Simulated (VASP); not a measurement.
# GaN (P6/mmm) in VASP: further runs

GaN is run at these levels: PBE; tasks: single point, relaxation of cell and atoms.

All numbers are computed with VASP 6.6.1; they aren't measurements. Logs are shortened: lines on timing, memory, paths and dates and some standing lists are left out, and cuts for length are marked.

**1. The cell of the first run**

It takes space group P6/mmm (No. 191, hexagonal). Conventional cell: a = 4.719 Å, b = 4.719 Å, c = 3.389 Å, α = 90.00°, β = 90.00°, γ = 120.00°. Ga (site symmetry 6/mmm) has 2 N at 1.69 Å within 2.3 Å. N (site symmetry 6/mmm) has 2 Ga at 1.69 Å within 2.3 Å.

**2. Single point, PBE**

The input, INCAR:

```
  PREC = Accurate
  ENCUT = 520
  EDIFF = 1E-6
  ISMEAR = 0
  SIGMA = 0.1
  LREAL = F
  LASPH = T
  NELM = 100
  ALGO = Normal
  ISIF = 2
  LWAVE = F
  LCHARG = F
  GGA = PE
  NBANDS = 16
```

The input, KPOINTS:

```
Automatic mesh
0
Gamma
  6 6 6
```

The input, POSCAR:

```
GaN
1.0
    4.7187930651      0.0000000000      0.0000000000
   -2.3593965326      4.0865946696      0.0000000000
    0.0000000000      0.0000000000      3.3889834559
Ga N
1 1
Direct
    0.0000000000      0.0000000000      0.9448251076
    0.0000000000      0.0000000000      0.4448313824
```

Potentials or basis: VASP PAW PBE potentials, release 64 (Ga_d, N).

Command:

```
$ cat potpaw_PBE.64/Ga_d/POTCAR potpaw_PBE.64/N/POTCAR > POTCAR
$ mpirun -np 1 vasp_std > vasp.out
```

OUTCAR:

```text
PREC = Accurate
   ENCUT = 520
   EDIFF = 1E-6
   ISMEAR = 0
   LREAL = F
   LASPH = T
   NELM = 100
   ISIF = 2
   GGA = PE

 ion  position               nearest neighbor table
   1  0.000  0.000  0.945-   2 1.69   2 1.69
   2  0.000  0.000  0.445-   1 1.69   1 1.69

  LATTYP: Found a hexagonal cell.
 ALAT       =     4.7187930651
 C/A-ratio  =     0.7181886150

  Lattice vectors:

 A1 = (   4.7187930651,   0.0000000000,   0.0000000000)
 A2 = (  -2.3593965326,   4.0865946696,   0.0000000000)
 A3 = (   0.0000000000,   0.0000000000,   3.3889834559)

Analysis of symmetry for initial positions (statically):
=====================================================================
 Subroutine PRICEL returns:
 Original cell was already a primitive cell.

 Routine SETGRP: Setting up the symmetry group for a
 hexagonal supercell.

 Subroutine GETGRP returns: Found 12 space group operations
 (whereof 12 operations were pure point group operations)
 out of a pool of 24 trial point group operations.

The static configuration has the point symmetry C_6v.

Analysis of symmetry for dynamics (positions and initial velocities):
=====================================================================
 Subroutine PRICEL returns:
 Original cell was already a primitive cell.

 Routine SETGRP: Setting up the symmetry group for a
 hexagonal supercell.

 Subroutine GETGRP returns: Found 12 space group operations
 (whereof 12 operations were pure point group operations)
 out of a pool of 24 trial point group operations.

The dynamic configuration has the point symmetry C_6v.

 Subroutine INISYM returns: Found 12 space group operations
 (whereof 12 operations are pure point group operations),
 and found     1 'primitive' translations

----------------------------------------------------------------------------------------

                                     Primitive cell

  volume of cell :      65.3525

  direct lattice vectors                    reciprocal lattice vectors
     4.718793065  0.000000000  0.000000000     0.211918596  0.122351258  0.000000000
    -2.359396533  4.086594670  0.000000000     0.000000000  0.244702517  0.000000000
     0.000000000  0.000000000  3.388983456     0.000000000  0.000000000  0.295073733

  length of vectors
[... 72 lines left out ...]
 SYSTEM =  unknown system
   PREC   = accura    normal or accurate (medium, high low for compatibility)
   ISTART =      0    job   : 0-new  1-cont  2-samecut
   ICHARG =      2    charge: 1-file 2-atom 10-const
   ISPIN  =      1    spin polarized calculation?
   LNONCOLLINEAR =      F non collinear calculations
   LSORBIT =      F    spin-orbit coupling
   LASPH  =      T    aspherical Exc in radial PAW
   ENCUT  =  520.0 eV  38.22 Ry    6.18 a.u.   8.77  8.77  6.30*2*pi/ulx,y,z
   NELM   =    100;   NELMIN=  2; NELMDL= -5     # of ELM steps
   EDIFF  = 0.1E-05   stopping-criterion for ELM
   LREAL  =      F    real-space projection
   EDIFFG = 0.1E-04   stopping-criterion for IOM
   NSW    =      0    number of steps for IOM
   IBRION =     -1    ionic relax: 0-MD 1-quasi-New 2-CG
   NFREE  =      0    steps in history (QN), initial steepest desc. (CG)
   ISIF   =      2    stress and relaxation
   ISYM   =      2    0-nonsym 1-usesym 2-fastsym
   POTIM  = 0.5000    time-step for ionic-motion
   TEBEG  =    0.0;   TEEND  =   0.0 temperature during run
   PSTRESS=    0.0 pullay stress
   NELECT =      18.0000    total number of electrons
   NUPDOWN=      -1.0000    fix difference up-down
   EMIN   =  10.00;   EMAX   =-10.00  energy-range for DOS
   EFERMI =   0.00;   METHOD = LEGACY
   ISMEAR =     0;   SIGMA  =   0.10  broadening in eV -4-tet -1-fermi 0-gaus
   EFERMI_NEDOS =   21; number of points for ismear=-14 and -15
   IALGO  =     38    algorithm
   IMIX   =      4    mixing-type and parameters
     AMIX     =   0.40;   BMIX     =  1.00
     AMIX_MAG =   1.60;   BMIX_MAG =  1.00
  volume/ion in A,a.u.               =      32.68       220.51
  Fermi-wavevector in a.u.,A,eV,Ry     =   1.065152  2.012846 15.436480  1.134549
  Thomas-Fermi vector in A             =   2.200694
   LORBIT       =      0    0 simple, 1 ext, 2 COOP (PROOUT), +10 PAW based schemes
   GGA     = PE    functional components
   LHFCALC =     F    Hartree Fock is set to
   AEXX    =    0.0000 exact exchange contribution
   IVDW    =     0    specifies the selected vdW correction
   LEPSILON=     F    determine dielectric tensor
   LRPA    =     F    only Hartree local field effects (RPA)
 non-spin polarized calculation
 Gauss-broadening in eV      SIGMA  =   0.10
  energy-cutoff  :      520.00
  volume of cell :       65.35
 maximum number of plane-waves:      1788
 NGX is ok and might be reduce to    36
   NGX = 17   NGY = 17   NGZ = 13

 number of electron      18.0000009 magnetization

 Free energy of the ion-electron system (eV)
  ---------------------------------------------------
  ext. energy  EPLUGINS =         0.00000000
  ---------------------------------------------------
  free energy    TOTEN  =        -9.44227481 eV

  energy without entropy =       -9.44227481  energy(sigma->0) =       -9.44227481

 E-fermi :  -1.0669     XC(G=0):  -6.2994

 val. band max:       -1.4957901312   @ k =   0.0000   0.0000   0.5000
 cond. band min:      -0.6631890602   @ k =   0.0000   0.0000   0.0000
 fundamental gap:      0.8326010710
 Fermi energy:        -1.0669052405

 k-point     1 :       0.0000    0.0000    0.0000
  band No.  band energies     occupation
      1     -18.0341      2.00000
      2     -15.9734      2.00000
      3     -15.9734      2.00000
      4     -15.7890      2.00000
      5     -15.7890      2.00000
      6     -13.1595      2.00000
[... 433 lines left out ...]
      3     -15.9680      2.00000
      4     -15.9071      2.00000
      5     -15.9059      2.00000
      6     -14.5901      2.00000
[... 8 lines left out ...]
     15       8.7950      0.00000
     16      11.8432      0.00000

 [... further k-points ...]
[... 5 lines left out ...]
  --------------------------------------------------------------------------------------
  -------------------------------------------------------------------------------------
  Total        0.0867561      0.0867561     -0.3651292     -0.0000000      0.0000000      0.0000000
  in kB        2.1269086      2.1269086     -8.9514874     -0.0000000      0.0000000      0.0000000
  external PRESSURE =      -1.5658900 kB  Pullay stress =       0.0000000 kB

 VOLUME and BASIS-vectors are now :
 -----------------------------------------------------------------------------
  energy-cutoff  :      520.00
  volume of cell :       65.35
      direct lattice vectors                 reciprocal lattice vectors
     4.718793065  0.000000000  0.000000000     0.211918596  0.122351258  0.000000000
    -2.359396533  4.086594670  0.000000000     0.000000000  0.244702517  0.000000000
     0.000000000  0.000000000  3.388983456     0.000000000  0.000000000  0.295073733

 POSITION                                       TOTAL-FORCE (eV/Angst)
 -----------------------------------------------------------------------------------
      0.00000      0.00000      3.20200        -0.000000      0.000000      0.001257
      0.00000      0.00000      1.50753         0.000000     -0.000000     -0.001257
 -----------------------------------------------------------------------------------
    total drift:                                0.000000      0.000000      0.000170

  FREE ENERGIE OF THE ION-ELECTRON SYSTEM (eV)
  ---------------------------------------------------
  free  energy   TOTEN  =        -9.4422748136 eV

  energy  without entropy=       -9.4422748135  energy(sigma->0) =       -9.44227481
```

Run time: 18 s. Hardware: 1 thread of Intel Xeon Platinum 8488C (Sapphire Rapids), shared host; peak memory 0.19 GiB.

Results:

| Property | Result |
| --- | --- |
| Free energy | -9.4423 eV |
| Pressure | -0.2 GPa |
| Band gap on the k mesh | 0.83 eV, indirect (least direct gap 2.46 eV) |

Stress tensor (GPa, compression positive):
```
 0.21  0.00  0.00
 0.00  0.21  0.00
 0.00  0.00 -0.90
```

Levels at points of the mesh, in eV from the valence-band top:
```
           k point  band 7  band 8  band 9  band 10  band 11  band 12
(0.00, 0.00, 0.00)   -3.88   -1.63   -1.63     0.83     6.68     8.06
(0.50, 0.00, 0.00)   -3.87   -2.28   -1.76     1.99     4.90     6.55
(0.00, 0.00, 0.50)   -6.64    0.00    0.00     4.76     4.76     5.09
(0.50, 0.00, 0.50)   -6.51   -0.32   -0.07     2.75     4.29     6.70
```

**3. Single point, PBE**

This run uses another cell than the first one, of 39.15 Å³/atom, 1.198 times its volume.

The input, INCAR:

```
  PREC = Accurate
  ENCUT = 520
  EDIFF = 1E-7
  ISMEAR = 0
  SIGMA = 0.02
  LREAL = F
  LASPH = T
  NELM = 100
  ALGO = Normal
  ISIF = 2
  LWAVE = F
  LCHARG = T
  GGA = PE
  LELF = T
  LVHAR = T
  NBANDS = 16
```

The input, KPOINTS:

```
regular mesh
0
Gamma
  6 6 8
```

The input, POSCAR:

```
GaN
1.0
    5.1640752896      0.0000000000      0.0000000000
   -2.5820376448      4.4722203879      0.0000000000
    0.0000000000      0.0000000000      3.3900859495
Ga N
1 1
Direct
    0.0000000000      0.0000000000      0.5000000000
    0.0000000000      0.0000000000      0.0000000000
```

Potentials or basis: VASP PAW PBE potentials, release 64 (Ga_d, N).

Command:

```
$ cat potpaw_PBE.64/Ga_d/POTCAR potpaw_PBE.64/N/POTCAR > POTCAR
$ mpirun -np 1 vasp_std > vasp.out
```

OUTCAR:

```text
PREC = Accurate
   ENCUT = 520
   EDIFF = 1E-7
   ISMEAR = 0
   LREAL = F
   LASPH = T
   NELM = 100
   ISIF = 2
   GGA = PE

 ion  position               nearest neighbor table
   1  0.000  0.000  0.500-   2 1.70   2 1.70
   2  0.000  0.000  0.000-   1 1.70   1 1.70

  LATTYP: Found a hexagonal cell.
 ALAT       =     5.1640752896
 C/A-ratio  =     0.6564749271

  Lattice vectors:

 A1 = (   5.1640752896,   0.0000000000,   0.0000000000)
[... 191 lines left out ...]
      5     -16.3867      2.00000
      6     -13.7350      2.00000
[... 433 lines left out ...]
      3     -16.5659      2.00000
      4     -16.4871      2.00000
      5     -16.4868      2.00000
      6     -14.8335      2.00000
[... 8 lines left out ...]
     15       8.7195      0.00000
     16       9.2951      0.00000

 [... further k-points ...]
[... 5 lines left out ...]
  --------------------------------------------------------------------------------------
  -------------------------------------------------------------------------------------
  Total        0.0083445      0.0083445     -0.3962098      0.0000000     -0.0000000      0.0000000
  in kB        0.1707593      0.1707593     -8.1079176      0.0000000     -0.0000000      0.0000000
  external PRESSURE =      -2.5887996 kB  Pullay stress =       0.0000000 kB

 VOLUME and BASIS-vectors are now :
 -----------------------------------------------------------------------------
  energy-cutoff  :      520.00
  volume of cell :       78.29
      direct lattice vectors                 reciprocal lattice vectors
     5.164075290  0.000000000  0.000000000     0.193645511  0.111801288  0.000000000
    -2.582037645  4.472220388  0.000000000     0.000000000  0.223602576  0.000000000
     0.000000000  0.000000000  3.390085949     0.000000000  0.000000000  0.294977772

 POSITION                                       TOTAL-FORCE (eV/Angst)
 -----------------------------------------------------------------------------------
      0.00000      0.00000      1.69504        -0.000000      0.000000      0.000000
      0.00000      0.00000      0.00000         0.000000      0.000000      0.000000
 -----------------------------------------------------------------------------------
    total drift:                               -0.000000     -0.000000      0.000000

  FREE ENERGIE OF THE ION-ELECTRON SYSTEM (eV)
  ---------------------------------------------------
  free  energy   TOTEN  =        -9.4529028116 eV

  energy  without entropy=       -9.4529028116  energy(sigma->0) =       -9.45290281
```

stdout:

```text
POSCAR found type information on POSCAR GaN
 POSCAR found :  2 types and       2 ions
 scaLAPACK will be used
 LDA part: xc-table for (Slater+PW92), standard interpolation
 POSCAR, INCAR and KPOINTS ok, starting setup
 FFT: planning ... GRIDC
 FFT: planning ... GRID_SOFT
 FFT: planning ... GRID
 WAVECAR not read
 entering main loop
```

It took 36 s on 1 thread of Intel Xeon Platinum 8488C (Sapphire Rapids), shared host; peak memory 0.21 GiB.

Results:

| Quantity | Value |
| --- | --- |
| Free energy | -9.4529 eV |
| Pressure | -0.3 GPa |
| Band gap on the k mesh | 1.13 eV, indirect (least direct gap 2.81 eV) |

Levels at points of the mesh, in eV from the valence-band top:
```tsv
k point	band 6	band 7	band 8	band 9	band 10	band 11	band 12	band 13
(0.00, 0.00, 0.00)	-11.56	-3.80	-1.68	-1.68	1.13	6.15	7.60	7.60
(0.50, 0.00, 0.00)	-11.54	-3.80	-2.05	-1.76	1.97	4.83	6.27	6.93
(0.00, 0.00, 0.50)	-13.03	-6.50	0.00	0.00	4.43	4.43	5.34	6.53
(0.50, 0.00, 0.50)	-13.02	-6.44	-0.17	-0.04	3.15	4.15	6.66	8.58
```

A k mesh can miss the band edges. As with any semilocal functional, this PBE gap is likely too small.

**4. Single point, PBE**

This run uses another cell than the first one, of 39.15 Å³/atom, 1.198 times its volume.

The input, INCAR:

```
SYSTEM = GaN
PREC     = Accurate       ! precision mode
ENCUT    = 520            ! plane-wave cutoff, eV
EDIFF    = 1E-6           ! SCF threshold, eV
ISMEAR   = 0              ! smearing method
SIGMA    = 0.02           ! smearing width, eV
LREAL    = .FALSE.        ! projectors in reciprocal space
LASPH    = .TRUE.         ! aspherical terms in the spheres
NELM     = 80             ! most SCF steps
ALGO     = Normal         ! electronic algorithm
ISIF     = 2              ! what is computed and relaxed
LWAVE    = .FALSE.        ! write WAVECAR
LCHARG   = .FALSE.        ! write CHGCAR
GGA      = PE             ! functional
NBANDS   = 16             ! bands
```

The input, KPOINTS:

```
regular mesh
0
G
  6 6 8
  0 0 0
```

POSCAR is that of step 3.

Command:

```
$ cat potpaw_PBE.64/Ga_d/POTCAR potpaw_PBE.64/N/POTCAR > POTCAR
$ mpirun -np 1 vasp_std > vasp.out
```

Wall time 40 s (1 thread of Intel Xeon Platinum 8488C (Sapphire Rapids), shared host); peak memory 0.21 GiB.

It converged, with:

```yaml
Free_energy: -9.4529 eV
Pressure: -0.2 GPa
Band_gap_on_the_k_mesh: 1.13 eV, indirect (least direct gap 2.81 eV)
```

Stress tensor (GPa, compression positive):
```
 0.04  0.00  0.00
 0.00  0.04  0.00
 0.00  0.00 -0.77
```

Levels at points of the mesh, in eV from the valence-band top:
| k point | band 6 | band 7 | band 8 | band 9 | band 10 | band 11 | band 12 | band 13 |
| --- | --- | --- | --- | --- | --- | --- | --- | --- |
| (0.00, 0.00, 0.00) | -11.56 | -3.80 | -1.68 | -1.68 | 1.13 | 6.15 | 7.60 | 7.60 |
| (0.50, 0.00, 0.00) | -11.54 | -3.80 | -2.05 | -1.76 | 1.97 | 4.83 | 6.27 | 6.93 |
| (0.00, 0.00, 0.50) | -13.03 | -6.50 | 0.00 | 0.00 | 4.43 | 4.43 | 5.34 | 6.53 |
| (0.50, 0.00, 0.50) | -13.02 | -6.44 | -0.17 | -0.04 | 3.15 | 4.15 | 6.66 | 8.58 |

[end of part 1 of 2]
